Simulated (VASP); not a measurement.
# In3Sb (Pm-3m) in VASP: further runs

The runs below take In3Sb through single point, with r2SCAN.

Program: VASP 6.6.1. These are calculated values, not measurements. Logs are shortened: lines on timing, memory, paths and dates and some standing lists are left out, and cuts for length are marked.

## (1) The cell of the first run

Symmetry: Pm-3m, No. 221, cubic system. Conventional cell: a = 4.837 Å, b = 4.837 Å, c = 4.837 Å, α = 90.00°, β = 90.00°, γ = 90.00°. Within 4.5 Å of In (site symmetry 4/mmm) lie 8 In at 3.42 Å and 4 Sb at 3.42 Å. Within 4.5 Å of Sb (site symmetry m-3m) lie 12 In at 3.42 Å.

## (2) Single point, r2SCAN

Input file POSCAR:

```
In3Sb
1.0
    4.8369620000      0.0000000000      0.0000000000
    0.0000000000      4.8369620000      0.0000000000
    0.0000000000      0.0000000000      4.8369620000
In Sb
3 1
Direct
    0.5000000000      0.5000000000      0.0000000000
    0.5000000000      0.0000000000      0.5000000000
    0.0000000000      0.5000000000      0.5000000000
    0.0000000000      0.0000000000      0.0000000000
```

Input file INCAR.step1:

```
SYSTEM = In3Sb
ALGO = Normal
EDIFF = 1E-4
ENCUT = 520
GGA = PE
ISMEAR = 0
LASPH = .True.
LCHARG = .False.
LREAL = .False.
LWAVE = .True.
NBANDS = 30
NELM = 80
PREC = Accurate
SIGMA = 0.05
```

Input file INCAR.step2:

```
SYSTEM = In3Sb
ALGO = Normal
EDIFF = 1E-6
ENCUT = 520
ISIF = 2
ISMEAR = 0
ISTART = 1
LASPH = .True.
LCHARG = .False.
LMIXTAU = .True.
LREAL = .False.
LWAVE = .False.
METAGGA = R2SCAN
NBANDS = 30
NELM = 80
PREC = Accurate
SIGMA = 0.05
```

Input file KPOINTS:

```
k-points
0
Gamma
  5 5 5
  0 0 0
```

Potentials or basis: VASP PAW PBE potentials, release 64 (In_d, Sb).

On the command line:

```sh
cat potpaw_PBE.64/In_d/POTCAR potpaw_PBE.64/Sb/POTCAR > POTCAR
cp INCAR.step1 INCAR
mpirun -np 1 vasp_std > vasp.out
cp INCAR.step2 INCAR
mpirun -np 1 vasp_std > vasp.out
```

OUTCAR:

```text
SYSTEM = In3Sb
   EDIFF = 1E-6
   ENCUT = 520
   ISIF = 2
   ISMEAR = 0
   ISTART = 1
   LASPH = .True.
   LREAL = .False.
   METAGGA = R2SCAN
   NELM = 80
   PREC = Accurate

 ion  position               nearest neighbor table
   1  0.500  0.500  0.000-   2 3.42   3 3.42   4 3.42   2 3.42   3 3.42   2 3.42   4 3.42   2 3.42
                             3 3.42   4 3.42   3 3.42   4 3.42
   2  0.500  0.000  0.500-   1 3.42   3 3.42   4 3.42   1 3.42   4 3.42   1 3.42   3 3.42   1 3.42
                             3 3.42   4 3.42   4 3.42   3 3.42
   3  0.000  0.500  0.500-   1 3.42   2 3.42   4 3.42   1 3.42   4 3.42   2 3.42   4 3.42   4 3.42
                             1 3.42   2 3.42   1 3.42   2 3.42
   4  0.000  0.000  0.000-   1 3.42   2 3.42   3 3.42   2 3.42   3 3.42   1 3.42   3 3.42   3 3.42
                             1 3.42   2 3.42   2 3.42   1 3.42

  LATTYP: Found a simple cubic cell.
 ALAT       =     4.8369620000

  Lattice vectors:

 A1 = (   4.8369620000,   0.0000000000,   0.0000000000)
 A2 = (   0.0000000000,   4.8369620000,   0.0000000000)
 A3 = (   0.0000000000,   0.0000000000,   4.8369620000)

Analysis of symmetry for initial positions (statically):
=====================================================================
 Subroutine PRICEL returns:
 Original cell was already a primitive cell.

 Routine SETGRP: Setting up the symmetry group for a
 simple cubic supercell.

 Subroutine GETGRP returns: Found 48 space group operations
 (whereof 48 operations were pure point group operations)
 out of a pool of 48 trial point group operations.

The static configuration has the point symmetry O_h .

Analysis of symmetry for dynamics (positions and initial velocities):
=====================================================================
 Subroutine PRICEL returns:
 Original cell was already a primitive cell.

 Routine SETGRP: Setting up the symmetry group for a
 simple cubic supercell.

 Subroutine GETGRP returns: Found 48 space group operations
 (whereof 48 operations were pure point group operations)
 out of a pool of 48 trial point group operations.

The dynamic configuration has the point symmetry O_h .

 Subroutine INISYM returns: Found 48 space group operations
 (whereof 48 operations are pure point group operations),
 and found     1 'primitive' translations

----------------------------------------------------------------------------------------

                                     Primitive cell

  volume of cell :     113.1665

  direct lattice vectors                    reciprocal lattice vectors
     4.836962000  0.000000000  0.000000000     0.206741339  0.000000000  0.000000000
     0.000000000  4.836962000  0.000000000     0.000000000  0.206741339  0.000000000
     0.000000000  0.000000000  4.836962000     0.000000000  0.000000000  0.206741339

  length of vectors
     4.836962000  4.836962000  4.836962000     0.206741339  0.206741339  0.206741339

  position of ions in fractional coordinates (direct lattice)
     0.500000000  0.500000000  0.000000000
     0.500000000  0.000000000  0.500000000
     0.000000000  0.500000000  0.500000000
     0.000000000  0.000000000  0.000000000

  ion indices of the primitive-cell ions
   primitive index   ion index
                 1           1
                 2           2
                 3           3
                 4           4

----------------------------------------------------------------------------------------

 KPOINTS: k-points

Automatic generation of k-mesh.
 Grid dimensions read from file:
 generate k-points for:    5    5    5

 Generating k-lattice:

  Cartesian coordinates                     Fractional coordinates (reciprocal lattice)
     0.041348268  0.000000000  0.000000000     0.200000000  0.000000000  0.000000000
     0.000000000  0.041348268  0.000000000     0.000000000  0.200000000  0.000000000
     0.000000000  0.000000000  0.041348268     0.000000000  0.000000000  0.200000000

  Length of vectors
     0.041348268  0.041348268  0.041348268

  Shift w.r.t. Gamma in fractional coordinates (k-lattice)
     0.000000000  0.000000000  0.000000000

 Subroutine IBZKPT returns following result:
 ===========================================

 Found     10 irreducible k-points:

 Following reciprocal coordinates:
            Coordinates               Weight
  0.000000  0.000000  0.000000      1.000000
  0.200000  0.000000  0.000000      6.000000
  0.400000  0.000000  0.000000      6.000000
  0.200000  0.200000  0.000000     12.000000
  0.400000  0.200000  0.000000     24.000000
  0.400000  0.400000  0.000000     12.000000
  0.200000  0.200000  0.200000      8.000000
  0.400000  0.200000  0.200000     24.000000
  0.400000  0.400000  0.200000     24.000000
  0.400000  0.400000  0.400000      8.000000
   k-points           NKPTS =     10   k-points in BZ     NKDIM =     10   number of bands    NBANDS=     30
   number of dos      NEDOS =    301   number of ions     NIONS =      4
   total plane-waves  NPLWV =  46656
   dimension x,y,z NGX =    36 NGY =   36 NGZ =   36
   dimension x,y,z NGXF=    72 NGYF=   72 NGZF=   72
   ions per type =               3   1
   NGX,Y,Z   is equivalent  to a cutoff of  12.37, 12.37, 12.37 a.u.
   NGXF,Y,Z  is equivalent  to a cutoff of  24.75, 24.75, 24.75 a.u.
 SYSTEM =  In3Sb
   PREC   = accura    normal or accurate (medium, high low for compatibility)
   ISTART =      1    job   : 0-new  1-cont  2-samecut
   ICHARG =      0    charge: 1-file 2-atom 10-const
   ISPIN  =      1    spin polarized calculation?
   LNONCOLLINEAR =      F non collinear calculations
   LSORBIT =      F    spin-orbit coupling
   LASPH  =      T    aspherical Exc in radial PAW
   ENCUT  =  520.0 eV  38.22 Ry    6.18 a.u.   8.99  8.99  8.99*2*pi/ulx,y,z
   NELM   =     80;   NELMIN=  2; NELMDL=  0     # of ELM steps
   EDIFF  = 0.1E-05   stopping-criterion for ELM
   LREAL  =      F    real-space projection
   EDIFFG = 0.1E-04   stopping-criterion for IOM
   NSW    =      0    number of steps for IOM
   IBRION =     -1    ionic relax: 0-MD 1-quasi-New 2-CG
   NFREE  =      0    steps in history (QN), initial steepest desc. (CG)
   ISIF   =      2    stress and relaxation
   ISYM   =      2    0-nonsym 1-usesym 2-fastsym
   POTIM  = 0.5000    time-step for ionic-motion
   TEBEG  =    0.0;   TEEND  =   0.0 temperature during run
   PSTRESS=    0.0 pullay stress
   NELECT =      44.0000    total number of electrons
   NUPDOWN=      -1.0000    fix difference up-down
   EMIN   =  10.00;   EMAX   =-10.00  energy-range for DOS
   EFERMI =   0.00;   METHOD = LEGACY
   ISMEAR =     0;   SIGMA  =   0.05  broadening in eV -4-tet -1-fermi 0-gaus
   EFERMI_NEDOS =   21; number of points for ismear=-14 and -15
   IALGO  =     38    algorithm
   IMIX   =      4    mixing-type and parameters
     AMIX     =   0.40;   BMIX     =  1.00
     AMIX_MAG =   1.60;   BMIX_MAG =  1.00
  volume/ion in A,a.u.               =      28.29       190.92
  Fermi-wavevector in a.u.,A,eV,Ry     =   1.194867  2.257972 19.425148  1.427708
  Thomas-Fermi vector in A             =   2.330847
   LORBIT       =      0    0 simple, 1 ext, 2 COOP (PROOUT), +10 PAW based schemes
   METAGGA = R2SCAN    functional components
   LHFCALC =     F    Hartree Fock is set to
   AEXX    =    0.0000 exact exchange contribution
   IVDW    =     0    specifies the selected vdW correction
   LEPSILON=     F    determine dielectric tensor
   LRPA    =     F    only Hartree local field effects (RPA)
 non-spin polarized calculation
 Gauss-broadening in eV      SIGMA  =   0.05
  energy-cutoff  :      520.00
  volume of cell :      113.17
 maximum number of plane-waves:      3064
 NGX is ok and might be reduce to    36
   NGX = 17   NGY = 17   NGZ = 17

 number of electron      43.9999994 magnetization

 Free energy of the ion-electron system (eV)
  ---------------------------------------------------
  ext. energy  EPLUGINS =         0.00000000
  ---------------------------------------------------
  free energy    TOTEN  =       -93.06476866 eV

  energy without entropy =      -93.05567273  energy(sigma->0) =      -93.06022070

 E-fermi :   6.8986     XC(G=0): -10.5707

 val. band max:        6.8734370409   @ k =   0.4000   0.2000   0.2000
 cond. band min:       6.9150784068   @ k =   0.4000   0.4000   0.2000
 fundamental gap:      0.0416413659
 Fermi energy:         6.8986337870

 k-point     1 :       0.0000    0.0000    0.0000
  band No.  band energies     occupation
      1      -8.4220      2.00000
      2      -8.4186      2.00000
      3      -8.4186      2.00000
      4      -8.4186      2.00000
      5      -8.2775      2.00000
      6      -8.2775      2.00000
[... 22 lines left out ...]
     29      13.3467      0.00000
     30      13.7506      0.00000

 k-point     2 :       0.2000    0.0000    0.0000
  band No.  band energies     occupation
      1      -8.4128      2.00000
      2      -8.3930      2.00000
      3      -8.3839      2.00000
      4      -8.3839      2.00000
      5      -8.2737      2.00000
      6      -8.2552      2.00000
[... 22 lines left out ...]
     29      13.9228      0.00000
     30      13.9230      0.00000

 k-point     3 :       0.4000    0.0000    0.0000
  band No.  band energies     occupation
      1      -8.4026      2.00000
      2      -8.3300      2.00000
      3      -8.2924      2.00000
      4      -8.2924      2.00000
      5      -8.2638      2.00000
      6      -8.2052      2.00000
[... 22 lines left out ...]
     29      13.1419      0.00000
     30      13.2121      0.00000

 k-point     4 :       0.2000    0.2000    0.0000
  band No.  band energies     occupation
      1      -8.3892      2.00000
      2      -8.3796      2.00000
      3      -8.3674      2.00000
      4      -8.3493      2.00000
      5      -8.2621      2.00000
      6      -8.2399      2.00000
[... 22 lines left out ...]
     29      12.9828      0.00000
     30      13.5202      0.00000

 k-point     5 :       0.4000    0.2000    0.0000
  band No.  band energies     occupation
      1      -8.3720      2.00000
      2      -8.3277      2.00000
      3      -8.2852      2.00000
      4      -8.2845      2.00000
      5      -8.2590      2.00000
      6      -8.2151      2.00000
[... 22 lines left out ...]
     29      11.7608      0.00000
     30      11.9042      0.00000

 k-point     6 :       0.4000    0.4000    0.0000
  band No.  band energies     occupation
      1      -8.3205      2.00000
      2      -8.3070      2.00000
      3      -8.2901      2.00000
      4      -8.2510      2.00000
      5      -8.2470      2.00000
      6      -8.2378      2.00000
[... 22 lines left out ...]
     29      12.3232      0.00000
     30      12.9777      0.00000

 k-point     7 :       0.2000    0.2000    0.2000
  band No.  band energies     occupation
      1      -8.3886      2.00000
      2      -8.3515      2.00000
      3      -8.3515      2.00000
      4      -8.3265      2.00000
      5      -8.2367      2.00000
      6      -8.2367      2.00000
[... 22 lines left out ...]
     29      11.8997      0.00000
     30      14.2211      0.00000

 k-point     8 :       0.4000    0.2000    0.2000
  band No.  band energies     occupation
      1      -8.3634      2.00000
      2      -8.3200      2.00000
      3      -8.2989      2.00000
      4      -8.2761      2.00000
      5      -8.2531      2.00000
      6      -8.2390      2.00000
[... 22 lines left out ...]
     29      12.0863      0.00000
     30      13.7323      0.00000

 k-point     9 :       0.4000    0.4000    0.2000
  band No.  band energies     occupation
      1      -8.3364      2.00000
      2      -8.3078      2.00000
      3      -8.2986      2.00000
      4      -8.2913      2.00000
      5      -8.2855      2.00000
      6      -8.2361      2.00000
[... 22 lines left out ...]
     29      12.7784      0.00000
     30      13.2271      0.00000

 k-point    10 :       0.4000    0.4000    0.4000
  band No.  band energies     occupation
      1      -8.3544      2.00000
      2      -8.3351      2.00000
      3      -8.3141      2.00000
      4      -8.3141      2.00000
      5      -8.2866      2.00000
      6      -8.2866      2.00000
[... 22 lines left out ...]
     29      14.3155      0.00000
     30      14.8242      0.00000

------------------------ aborting loop because EDIFF is reached ----------------------------------------

  FORCE on cell =-STRESS in cart. coord.  units (eV):
  Direction    XX          YY          ZZ          XY          YZ          ZX
  --------------------------------------------------------------------------------------
  -------------------------------------------------------------------------------------
  Total       -0.2534418     -0.2534418     -0.2534418      0.0000000     -0.0000000     -0.0000000
  in kB       -3.5881523     -3.5881523     -3.5881523      0.0000000     -0.0000000     -0.0000000
  external PRESSURE =      -3.5881523 kB  Pullay stress =       0.0000000 kB

 VOLUME and BASIS-vectors are now :
 -----------------------------------------------------------------------------
  energy-cutoff  :      520.00
  volume of cell :      113.17
      direct lattice vectors                 reciprocal lattice vectors
     4.836962000  0.000000000  0.000000000     0.206741339  0.000000000  0.000000000
     0.000000000  4.836962000  0.000000000     0.000000000  0.206741339  0.000000000
     0.000000000  0.000000000  4.836962000     0.000000000  0.000000000  0.206741339

 POSITION                                       TOTAL-FORCE (eV/Angst)
 -----------------------------------------------------------------------------------
      2.41848      2.41848      0.00000         0.000000      0.000000      0.000000
      2.41848      0.00000      2.41848         0.000000      0.000000      0.000000
      0.00000      2.41848      2.41848         0.000000      0.000000      0.000000
      0.00000      0.00000      0.00000         0.000000      0.000000      0.000000
 -----------------------------------------------------------------------------------
    total drift:                                0.000000      0.000000      0.000000

  FREE ENERGIE OF THE ION-ELECTRON SYSTEM (eV)
  ---------------------------------------------------
  free  energy   TOTEN  =       -93.0647686593 eV

  energy  without entropy=      -93.0556727338  energy(sigma->0) =      -93.06022070
```

Run time: 64 s. Hardware: 1 thread of AMD EPYC 9R45 (Zen 5), shared host; peak memory 0.19 GiB.

Results:

```
Free energy            : -93.0648 eV
Pressure               : -0.4 GPa
Band gap on the k mesh : zero (band 22 reaches 7.26 eV, above the bottom of band 23 at 5.02 eV)
```

Levels at points of the mesh, in eV from the Fermi level:
```csv
k point,band 20,band 21,band 22,band 23,band 24,band 25
"(0.00, 0.00, 0.00)",-3.04,-2.38,-2.38,2.34,2.34,2.34
```

Caveat: the PAW data sets were made with another functional, which shifts forces and pressure a little; spin-orbit coupling is left out, which moves the levels of the heavy elements.

## (3) Single point, r2SCAN

POSCAR is that of step 2.

Input file INCAR.step1:

```
PREC = Accurate
ENCUT = 520
ISMEAR = 0
SIGMA = 0.1
LREAL = False
LASPH = True
NELM = 60
NBANDS = 30
GGA = PE
ALGO = Normal
EDIFF = 1E-4
LWAVE = True
LCHARG = False
```

Input file INCAR.step2:

```
PREC = Accurate
ENCUT = 520
EDIFF = 1E-6
ISMEAR = 0
SIGMA = 0.1
LREAL = False
LASPH = True
NELM = 60
ALGO = Normal
ISIF = 2
LWAVE = False
LCHARG = False
METAGGA = R2SCAN
LMIXTAU = True
NBANDS = 30
ISTART = 1
```

Input file KPOINTS:

```
regular mesh
0
Gamma
  5 5 5
```

Potentials or basis: VASP PAW PBE potentials, release 64 (In_d, Sb).

On the command line:

```sh
cat potpaw_PBE.64/In_d/POTCAR potpaw_PBE.64/Sb/POTCAR > POTCAR
cp INCAR.step1 INCAR
mpirun -np 1 vasp_std > vasp.out
cp INCAR.step2 INCAR
mpirun -np 1 vasp_std > vasp.out
```

It took 63 s on 1 thread of AMD EPYC 9R45 (Zen 5), shared host; peak memory 0.19 GiB.

Results (log left out):

| Property | Result |
| --- | --- |
| Free energy | -93.0751 eV |
| Pressure | -0.4 GPa |
| Band gap on the k mesh | zero (band 22 reaches 7.25 eV, above the bottom of band 23 at 5.03 eV) |

Levels at points of the mesh, in eV from the Fermi level:
| k point | band 18 | band 19 | band 20 | band 21 | band 22 | band 23 | band 24 | band 25 | band 26 | band 27 |
| --- | --- | --- | --- | --- | --- | --- | --- | --- | --- | --- |
| (0.00, 0.00, 0.00) | -3.05 | -3.05 | -3.05 | -2.38 | -2.38 | 2.33 | 2.33 | 2.33 | 4.03 | 4.03 |

Caveat: the PAW data sets were made with another functional, which shifts forces and pressure a little; spin-orbit coupling is left out, which moves the levels of the heavy elements.

## (4) Single point, r2SCAN

POSCAR is that of step 3.

Input file INCAR.step1:

```
SYSTEM = In3Sb
PREC     = Accurate       ! precision mode
ENCUT    = 520            ! plane-wave cutoff, eV
ISMEAR   = 0              ! smearing method
SIGMA    = 0.2            ! smearing width, eV
LREAL    = .False.        ! projectors in reciprocal space
LASPH    = .True.         ! aspherical terms in the spheres
NELM     = 80             ! most SCF steps
NBANDS   = 30             ! bands
GGA      = PE             ! functional
ALGO     = Normal         ! electronic algorithm
EDIFF    = 1E-4           ! SCF threshold, eV
LWAVE    = .True.         ! write WAVECAR
LCHARG   = .False.        ! write CHGCAR
```

Input file INCAR.step2:

```
SYSTEM = In3Sb
PREC     = Accurate       ! precision mode
ENCUT    = 520            ! plane-wave cutoff, eV
EDIFF    = 1E-6           ! SCF threshold, eV
ISMEAR   = 0              ! smearing method
SIGMA    = 0.2            ! smearing width, eV
LREAL    = .False.        ! projectors in reciprocal space
LASPH    = .True.         ! aspherical terms in the spheres
NELM     = 80             ! most SCF steps
ALGO     = Normal         ! electronic algorithm
ISIF     = 2              ! what is computed and relaxed
LWAVE    = .False.        ! write WAVECAR
LCHARG   = .True.         ! write CHGCAR
METAGGA  = R2SCAN         ! meta-GGA
LMIXTAU  = .True.       
LELF     = .True.         ! ELF
LVHAR    = .True.       
NBANDS   = 30             ! bands
ISTART   = 1
```

Input file KPOINTS:

```
Automatic mesh
0
Gamma
  5 5 5
  0 0 0
```

On the command line:

```sh
cat potpaw_PBE.64/In_d/POTCAR potpaw_PBE.64/Sb/POTCAR > POTCAR
cp INCAR.step1 INCAR
mpirun -np 1 vasp_std > vasp.out
cp INCAR.step2 INCAR
mpirun -np 1 vasp_std > vasp.out
```

Run time: 63 s. Hardware: 1 thread of AMD EPYC 9R45 (Zen 5), shared host; peak memory 0.19 GiB.

It converged, with:

| Property | Result |
| --- | --- |
| Free energy | -93.1033 eV |
| Pressure | -0.6 GPa |
| Band gap on the k mesh | zero (band 22 reaches 7.25 eV, above the bottom of band 23 at 5.03 eV) |

Levels at points of the mesh, in eV from the Fermi level:
| k point | band 19 | band 20 | band 21 | band 22 | band 23 | band 24 | band 25 | band 26 |
| --- | --- | --- | --- | --- | --- | --- | --- | --- |
| (0.00, 0.00, 0.00) | -3.06 | -3.06 | -2.38 | -2.38 | 2.33 | 2.33 | 2.33 | 4.02 |

Caveat: the PAW data sets were made with another functional, which shifts forces and pressure a little; spin-orbit coupling is left out, which moves the levels of the heavy elements.

## (5) The runs side by side

| smearing | gap on the mesh (eV) | pressure (GPa) |
| --- | --- | --- |
| gaussian 0.05 eV | none | -0.4 |
| gaussian 0.1 eV | none | -0.4 |
| gaussian 0.2 eV | none | -0.6 |

Alike in all rows: task single point; level r2SCAN; potentials or basis VASP PAW PBE potentials, release 64 (In_d, Sb); no spin polarisation; cell as given; k mesh 5 × 5 × 5; cutoff (eV) 520.

Every run on the cell as given and a fine mesh finds a metal.

Caveats: the PAW data sets were made with another functional, which shifts forces and pressure a little; spin-orbit coupling is left out, which moves the levels of the heavy elements.

Absolute energies hang on the potentials; compare differences alone.
